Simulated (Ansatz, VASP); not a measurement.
# One calculation of Te2Mo, two programs

INCAR

```
SYSTEM = Te2Mo
  ALGO = Normal
  EDIFF = 1E-7
  ENCUT = 520
  GGA = CA
  ISIF = 2
  ISMEAR = 0
  LASPH = .TRUE.
  LCHARG = .FALSE.
  LREAL = .FALSE.
  LWAVE = .FALSE.
  NBANDS = 20
  NELM = 60
  PREC = Accurate
  SIGMA = 0.05
```

Contents of KPOINTS:

```
k-points
0
G
  12 12 2
  0 0 0
```

Contents of POSCAR:

```
Te2Mo
1.0
    3.6745409028      0.0000000000      0.0000000000
   -1.8372704514      3.1822457691      0.0000000000
    0.0000000000      0.0000000000     17.5198113284
Te Mo
2 1
Direct
    0.3333333333      0.6666666667      0.8975342416
    0.3333333333      0.6666666667      0.1024657584
    0.0000000000      0.0000000000      0.0000000000
```

Input for Ansatz:

```yaml
crystal:
  lattice:
    - [3.6745409028, 0.0, 0.0]
    - [-1.8372704514, 3.1822457691, 0.0]
    - [0.0, 0.0, 17.5198113284]
  atoms:
    - { symbol: Te, position: [0.3333333333, 0.6666666667, 0.8975342416] }
    - { symbol: Te, position: [0.3333333333, 0.6666666667, 0.1024657584] }
    - { symbol: Mo, position: [0.0, 0.0, 0.0] }
basis:
  ecutwfc: 420
kpoints:
  mp_grid: { grid: [12, 12, 2] }
hamiltonian:
  xc: lda
scf:
  occupations: { method: gaussian, width: 0.05 }
output:
  forces: true
  stress: true
  eigenvalues: true
```

Change from the starting cell: strain +0.0600 x Voigt [1, 1, 0, 0, 0, 0], atoms carried along.

Alike in both runs: task single point; functional LDA; k mesh 12 × 12 × 2; occupations gaussian, width 0.05 eV; no spin polarisation.

|  | VASP | Ansatz |
| --- | --- | --- |
| version | VASP 6.6.1 | Ansatz 0.2.0 |
| potentials or method | VASP PAW LDA potentials, release 64 (Te, Mo_sv), cutoff 520 eV | scalar-relativistic, plane waves, PAW |
| valence electrons in the cell | 26 | 46 |

Ansatz gave:

```
gap on the k mesh at the Fermi level (eV) : 0.86
least direct gap on the mesh (eV)         : 0.86
rms of the force components (eV/Å)        : 0.456
```

**Question.** Which values does VASP return?

**Answer.** gap on the k mesh at the Fermi level (eV): 0.86; least direct gap on the mesh (eV): 0.86; rms of the force components (eV/Å): 0.435.

LDA's correlation is that of Perdew and Zunger in VASP and of Perdew and Wang (1992) in Ansatz. Atom by atom the forces differ by 0.021 eV/Å (rms over components). VASP's potentials hold 26 valence electrons a cell and Ansatz's 46, so a difference there can come from the potentials and not from the codes.

Spin-orbit coupling is off throughout.
